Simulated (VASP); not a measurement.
## MgO: single point with PBE

MgO:

```
CELL_PARAMETERS angstrom
0.00000 2.10217 2.16523
2.10217 0.00000 2.16523
2.10217 2.10217 0.00000
ATOMIC_POSITIONS crystal
Mg 0.00000 0.00000 0.00000
O 0.50000 0.50000 0.50000
```

This cell differs from its parent crystal: uniaxial z strain +3.0%.

```json
{
  "Program": "VASP 6.6.1",
  "Task": "single point",
  "Functional": "PBE",
  "Potentials or basis": "VASP PAW PBE potentials, release 64 (Mg, O)",
  "Cutoff": "520 eV",
  "k mesh": "10 × 10 × 10",
  "Occupations": "fermi-dirac, width 0.02 eV",
  "Spin": "no spin polarisation"
}
```

| Quantity | Value |
| --- | --- |
| Pressure | 0.4 GPa |
| Band gap on the k mesh | 4.45 eV, direct |

Stress tensor (GPa, compression positive):
```
 2.08  0.00  0.00
 0.00  2.08  0.00
 0.00  0.00 -3.10
```

Levels at points of the mesh, in eV from the valence-band top:
```csv
k point,band 1,band 2,band 3,band 4,band 5,band 6,band 7,band 8,band 9
"(0.00, 0.00, 0.00)",-17.18,-0.06,-0.06,0.00,4.45,15.43,15.74,15.74,19.49
"(0.50, 0.00, 0.00)",-15.96,-4.55,-0.70,-0.64,7.70,12.29,15.72,16.36,20.48
"(0.50, 0.50, 0.00)",-15.76,-4.09,-1.27,-1.27,9.25,9.71,12.55,18.81,18.81
"(0.50, 0.00, 0.50)",-15.68,-3.99,-1.49,-1.30,8.96,9.66,12.94,18.17,18.74
```

Run time: 22 s on 1 thread of AMD EPYC 7R43 64-Core Processor (Zen 3), on a shared host, peak memory 0.11 GiB.

Caveat: the cell differs from its parent crystal (uniaxial z strain +3.0%).
